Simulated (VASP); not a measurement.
# C (P6/mmm) in VASP: notebook, part 2 of 2

VASP 6.6.1. Earlier steps stand in the parts before.

### 5 Single point, RPBE

This run uses another cell than the first one, of 20.20 Å³/atom, 1.042 times its volume.

File INCAR:

```
PREC = Accurate ; ENCUT = 520
EDIFF = 1E-6 ; ISMEAR = -1
SIGMA = 0.1 ; LREAL = F
LASPH = T ; NELM = 100
ALGO = Normal ; ISIF = 2
LWAVE = F ; LCHARG = F
GGA = RP ; NBANDS = 13
```

File KPOINTS:

```
Automatic mesh
0
Gamma
  11 11 15
```

File POSCAR:

```
C
1.0
    7.3698092192      0.0000000001      0.0000000000
   -3.6849046096      6.3824420048      0.0000000000
    0.0000000000      0.0000000000      1.2886419800
C
3
Direct
    0.0000000000      1.0000000000      0.0000000000
    0.3333333333      0.6666666667      0.5000000000
    0.6666666667      0.3333333333      0.5000000000
```

Run with:

```sh
$ cat potpaw_PBE.64/C/POTCAR > POTCAR
$ mpirun -np 1 vasp_std > vasp.out
```

Wall time 60 s (1 thread of Intel Xeon Platinum 8259CL at 2.50GHz (Skylake/Cascade Lake), shared host); peak memory 0.22 GiB.

It converged, with:

```
Free energy            : -23.6665 eV
Pressure               : -0.1 GPa
Band gap on the k mesh : zero (band 6 reaches 7.38 eV, above the bottom of band 7 at -6.50 eV)
```

Stress tensor (GPa, compression positive):
```
 0.00  0.00  0.00
 0.00  0.00  0.00
 0.00  0.00 -0.27
```

Levels at points of the mesh, in eV from the Fermi level:
| k point | band 3 | band 4 | band 5 | band 6 | band 7 | band 8 | band 9 | band 10 | band 11 | band 12 |
| --- | --- | --- | --- | --- | --- | --- | --- | --- | --- | --- |
| (0.00, 0.00, 0.00) | -16.83 | -5.93 | -5.93 | -5.93 | -5.93 | -5.57 | -5.57 | 3.61 | 6.96 | 6.96 |

Caveat: the PAW data sets were made with another functional, which shifts forces and pressure a little.

### 6 Single point, RPBE

This run uses another cell than the first one, of 20.20 Å³/atom, 1.042 times its volume.

File INCAR:

```
  ALGO = Normal
  EDIFF = 1E-6
  ENCUT = 520
  GGA = RP
  ISIF = 2
  ISMEAR = -1
  LASPH = T
  LCHARG = F
  LREAL = F
  LWAVE = F
  NBANDS = 13
  NELM = 100
  PREC = Accurate
  SIGMA = 0.1
```

File KPOINTS:

```
k-points
0
Gamma
  7 7 32
```

POSCAR is that of step 5.

Potentials or basis: VASP PAW PBE potentials, release 64 (C).

Run with:

```sh
$ cat potpaw_PBE.64/C/POTCAR > POTCAR
$ mpirun -np 1 vasp_std > vasp.out
```

OUTCAR:

```text
EDIFF = 1E-6
   ENCUT = 520
   GGA = RP
   ISIF = 2
   ISMEAR = -1
   LASPH = T
   LREAL = F
   NELM = 100
   PREC = Accurate

 ion  position               nearest neighbor table
   1  0.000  0.000  0.000-
   2  0.333  0.667  0.500-
   3  0.667  0.333  0.500-

  LATTYP: Found a hexagonal cell.
 ALAT       =     7.3698092192
 C/A-ratio  =     0.1748541844

  Lattice vectors:

 A1 = (   7.3698092192,   0.0000000001,   0.0000000000)
 A2 = (  -3.6849046096,   6.3824420048,   0.0000000000)
 A3 = (   0.0000000000,   0.0000000000,   1.2886419800)

Analysis of symmetry for initial positions (statically):
=====================================================================
 Subroutine PRICEL returns:
 Original cell was already a primitive cell.

 Routine SETGRP: Setting up the symmetry group for a
 hexagonal supercell.

 Subroutine GETGRP returns: Found 24 space group operations
 (whereof 24 operations were pure point group operations)
 out of a pool of 24 trial point group operations.

The static configuration has the point symmetry D_6h.

Analysis of symmetry for dynamics (positions and initial velocities):
=====================================================================
 Subroutine PRICEL returns:
 Original cell was already a primitive cell.

 Routine SETGRP: Setting up the symmetry group for a
 hexagonal supercell.

 Subroutine GETGRP returns: Found 24 space group operations
 (whereof 24 operations were pure point group operations)
 out of a pool of 24 trial point group operations.

The dynamic configuration has the point symmetry D_6h.

 Subroutine INISYM returns: Found 24 space group operations
 (whereof 24 operations are pure point group operations),
 and found     1 'primitive' translations

----------------------------------------------------------------------------------------

                                     Primitive cell

  volume of cell :      60.6143

  direct lattice vectors                    reciprocal lattice vectors
     7.369809219  0.000000000  0.000000000     0.135688723  0.078339921  0.000000000
    -3.684904610  6.382442005  0.000000000    -0.000000000  0.156679841  0.000000000
     0.000000000  0.000000000  1.288641980     0.000000000  0.000000000  0.776010727

  length of vectors
     7.369809219  7.369809219  1.288641980     0.156679841  0.156679841  0.776010727

  position of ions in fractional coordinates (direct lattice)
     0.000000000  0.000000000  0.000000000
     0.333333333  0.666666667  0.500000000
     0.666666667  0.333333333  0.500000000

  ion indices of the primitive-cell ions
   primitive index   ion index
                 1           1
                 2           2
                 3           3

----------------------------------------------------------------------------------------

 KPOINTS: k-points

Automatic generation of k-mesh.
 Grid dimensions read from file:
 generate k-points for:    7    7   32

 Generating k-lattice:

  Cartesian coordinates                     Fractional coordinates (reciprocal lattice)
     0.019384103  0.011191417  0.000000000     0.142857143  0.000000000  0.000000000
    -0.000000000  0.022382834  0.000000000     0.000000000  0.142857143  0.000000000
     0.000000000  0.000000000  0.024250335     0.000000000  0.000000000  0.031250000

  Length of vectors
     0.022382834  0.022382834  0.024250335

  Shift w.r.t. Gamma in fractional coordinates (k-lattice)
     0.000000000  0.000000000  0.000000000

 Subroutine IBZKPT returns following result:
 ===========================================

 Found    136 irreducible k-points:

 Following reciprocal coordinates:
            Coordinates               Weight
  0.000000  0.000000  0.000000      1.000000
  0.142857  0.000000  0.000000      6.000000
  0.285714  0.000000  0.000000      6.000000
  0.428571  0.000000  0.000000      6.000000
  0.142857  0.142857  0.000000      6.000000
  0.285714  0.142857  0.000000     12.000000
[... 16 lines left out ...]
  0.428571  0.142857  0.062500     12.000000
  0.285714  0.285714  0.062500     12.000000
 [... further k-points ...]
   k-points           NKPTS =    136   k-points in BZ     NKDIM =    136   number of bands    NBANDS=     13
   number of dos      NEDOS =    301   number of ions     NIONS =      3
   total plane-waves  NPLWV =  31360
   dimension x,y,z NGX =    56 NGY =   56 NGZ =   10
   dimension x,y,z NGXF=   112 NGYF=  112 NGZF=   20
   ions per type =               3
   NGX,Y,Z   is equivalent  to a cutoff of  12.63, 12.63, 12.90 a.u.
   NGXF,Y,Z  is equivalent  to a cutoff of  25.26, 25.26, 25.80 a.u.
 SYSTEM =  unknown system
   PREC   = accura    normal or accurate (medium, high low for compatibility)
   ISTART =      0    job   : 0-new  1-cont  2-samecut
   ICHARG =      2    charge: 1-file 2-atom 10-const
   ISPIN  =      1    spin polarized calculation?
   LNONCOLLINEAR =      F non collinear calculations
   LSORBIT =      F    spin-orbit coupling
   LASPH  =      T    aspherical Exc in radial PAW
   ENCUT  =  520.0 eV  38.22 Ry    6.18 a.u.  13.70 13.70  2.40*2*pi/ulx,y,z
   NELM   =    100;   NELMIN=  2; NELMDL= -5     # of ELM steps
   EDIFF  = 0.1E-05   stopping-criterion for ELM
   LREAL  =      F    real-space projection
   EDIFFG = 0.1E-04   stopping-criterion for IOM
   NSW    =      0    number of steps for IOM
   IBRION =     -1    ionic relax: 0-MD 1-quasi-New 2-CG
   NFREE  =      0    steps in history (QN), initial steepest desc. (CG)
   ISIF   =      2    stress and relaxation
   ISYM   =      2    0-nonsym 1-usesym 2-fastsym
   POTIM  = 0.5000    time-step for ionic-motion
   TEBEG  =    0.0;   TEEND  =   0.0 temperature during run
   PSTRESS=    0.0 pullay stress
   NELECT =      12.0000    total number of electrons
   NUPDOWN=      -1.0000    fix difference up-down
   EMIN   =  10.00;   EMAX   =-10.00  energy-range for DOS
   EFERMI =   0.00;   METHOD = LEGACY
   ISMEAR =    -1;   SIGMA  =   0.10  broadening in eV -4-tet -1-fermi 0-gaus
   EFERMI_NEDOS =   21; number of points for ismear=-14 and -15
   IALGO  =     38    algorithm
   IMIX   =      4    mixing-type and parameters
     AMIX     =   0.40;   BMIX     =  1.00
     AMIX_MAG =   1.60;   BMIX_MAG =  1.00
  volume/ion in A,a.u.               =      20.20       136.35
  Fermi-wavevector in a.u.,A,eV,Ry     =   0.954136  1.803055 12.386401  0.910375
  Thomas-Fermi vector in A             =   2.082855
   LORBIT       =      0    0 simple, 1 ext, 2 COOP (PROOUT), +10 PAW based schemes
   GGA     = RP    functional components
   LHFCALC =     F    Hartree Fock is set to
   AEXX    =    0.0000 exact exchange contribution
   IVDW    =     0    specifies the selected vdW correction
   LEPSILON=     F    determine dielectric tensor
   LRPA    =     F    only Hartree local field effects (RPA)
 non-spin polarized calculation
  energy-cutoff  :      520.00
  volume of cell :       60.61
 maximum number of plane-waves:      1679
 NGX is ok and might be reduce to    56
   NGX = 27   NGY = 27   NGZ =  5

 number of electron      11.9999998 magnetization

 Free energy of the ion-electron system (eV)
  ---------------------------------------------------
  ext. energy  EPLUGINS =         0.00000000
  ---------------------------------------------------
  free energy    TOTEN  =       -23.78296811 eV

  energy without entropy =      -23.74481948  energy(sigma->0) =      -23.76389380

 E-fermi :  -1.1144     XC(G=0):  -6.3017

 val. band max:       -1.1320545850   @ k =   0.4286   0.0000   0.2500
 cond. band min:      -1.0987267929   @ k =   0.2857   0.1429   0.2500
 fundamental gap:      0.0333277920
 Fermi energy:        -1.1144017304

 k-point     1 :       0.0000    0.0000    0.0000
  band No.  band energies     occupation
      1     -17.4737      2.00000
      2     -17.3979      2.00000
      3     -17.3979      2.00000
      4      -6.4985      2.00000
      5      -6.4985      2.00000
      6      -6.4984      2.00000
      7      -6.4984      2.00000
      8      -6.1335      2.00000
      9      -6.1335      2.00000
     10       3.0357      0.00000
     11       6.3808      0.00000
     12       6.3808      0.00000
     13       6.3808      0.00000
[... 353 lines left out ...]
 k-point    24 :       0.2857    0.2857    0.0625
  band No.  band energies     occupation
      1     -17.2303      2.00000
      2     -17.2167      2.00000
      3     -17.2167      2.00000
      4      -6.2306      2.00000
      5      -6.2306      2.00000
      6      -6.1314      2.00000
      7      -5.9003      2.00000
      8      -5.9003      2.00000
      9      -5.8710      2.00000
     10       4.6370      0.00000
     11       5.1932      0.00000
     12       5.1933      0.00000
     13       7.1675      0.00000

 [... further k-points ...]
[... 5 lines left out ...]
  --------------------------------------------------------------------------------------
  -------------------------------------------------------------------------------------
  Total        0.0702739      0.0702739     -0.5273670      0.0000000     -0.0000000      0.0000000
  in kB        1.8575022      1.8575022    -13.9395304      0.0000000     -0.0000000      0.0000000
  external PRESSURE =      -3.4081753 kB  Pullay stress =       0.0000000 kB

 VOLUME and BASIS-vectors are now :
 -----------------------------------------------------------------------------
  energy-cutoff  :      520.00
  volume of cell :       60.61
      direct lattice vectors                 reciprocal lattice vectors
     7.369809219  0.000000000  0.000000000     0.135688723  0.078339921  0.000000000
    -3.684904610  6.382442005  0.000000000    -0.000000000  0.156679841  0.000000000
     0.000000000  0.000000000  1.288641980     0.000000000  0.000000000  0.776010727

 POSITION                                       TOTAL-FORCE (eV/Angst)
 -----------------------------------------------------------------------------------
      0.00000      0.00000      0.00000         0.000000     -0.000000      0.000000
     -0.00000      4.25496      0.64432         0.000000     -0.000000      0.000000
      3.68490      2.12748      0.64432        -0.000000      0.000000      0.000000
 -----------------------------------------------------------------------------------
    total drift:                                0.000000     -0.000000     -0.000000

  FREE ENERGIE OF THE ION-ELECTRON SYSTEM (eV)
  ---------------------------------------------------
  free  energy   TOTEN  =       -23.7829681109 eV

  energy  without entropy=      -23.7448194819  energy(sigma->0) =      -23.76389380
```

stdout:

```text
POSCAR found type information on POSCAR C
 POSCAR found :  1 types and       3 ions
 scaLAPACK will be used
 -----------------------------------------------------------------------------
|                                                                             |
|                                                                             |
|     You enforced a specific xc type in the INCAR file but a different       |
|     I HOPE YOU KNOW WHAT YOU ARE DOING!                                     |
|                                                                             |
 -----------------------------------------------------------------------------

 LDA part: xc-table for (Slater+PW92), standard interpolation
 POSCAR, INCAR and KPOINTS ok, starting setup
 FFT: planning ... GRIDC
 FFT: planning ... GRID_SOFT
 FFT: planning ... GRID
 WAVECAR not read
 entering main loop
```

Run time: 57 s. Hardware: 1 thread of Intel Xeon Platinum 8259CL at 2.50GHz (Skylake/Cascade Lake), shared host; peak memory 0.22 GiB.

What came out:

* Free energy: -23.7830 eV
* Pressure: -0.3 GPa
* Band gap on the k mesh: zero (band 6 reaches 7.82 eV, above the bottom of band 7 at -6.50 eV)

Stress tensor (GPa, compression positive):
```
 0.19  0.00  0.00
 0.00  0.19  0.00
 0.00  0.00 -1.39
```

Caveat: the PAW data sets were made with another functional, which shifts forces and pressure a little.

### 7 The runs side by side

| task | cell | k mesh | cutoff (eV) | gap on the mesh (eV) | pressure (GPa) |
| --- | --- | --- | --- | --- | --- |
| single point | a = 7.270, b = 7.270, c = 1.271 Å, angles 90.0, 90.0, 120.0°, 3 atoms | 6 × 6 × 27 | 520 | none | 4.4 |
| single point | a = 7.561, b = 7.561, c = 1.322 Å, angles 90.0, 90.0, 120.0°, 3 atoms | 6 × 6 × 27 | 520 | none | -7.6 |
| relaxation of cell and atoms | relaxed from a = 3.344, b = 3.344, c = 2.050 Å, angles 90.0, 90.0, 120.0°, 3 atoms | 11 × 11 × 15 | 600 | none | 0.0 |
| single point | a = 7.370, b = 7.370, c = 1.289 Å, angles 90.0, 90.0, 120.0°, 3 atoms | 11 × 11 × 15 | 520 | none | -0.1 |
| single point | a = 7.370, b = 7.370, c = 1.289 Å, angles 90.0, 90.0, 120.0°, 3 atoms | 7 × 7 × 32 | 520 | none | -0.3 |

Alike in all rows: level RPBE; potentials or basis VASP PAW PBE potentials, release 64 (C); no spin polarisation; smearing fermi-dirac 0.1 eV.

Caveats: the PAW data sets were made with another functional, which shifts forces and pressure a little; the volume moved by over 15 % at a fixed basis, so the end points are rough (some runs).

Total energies depend on the potentials used, so only differences within one code and one set of settings carry meaning.
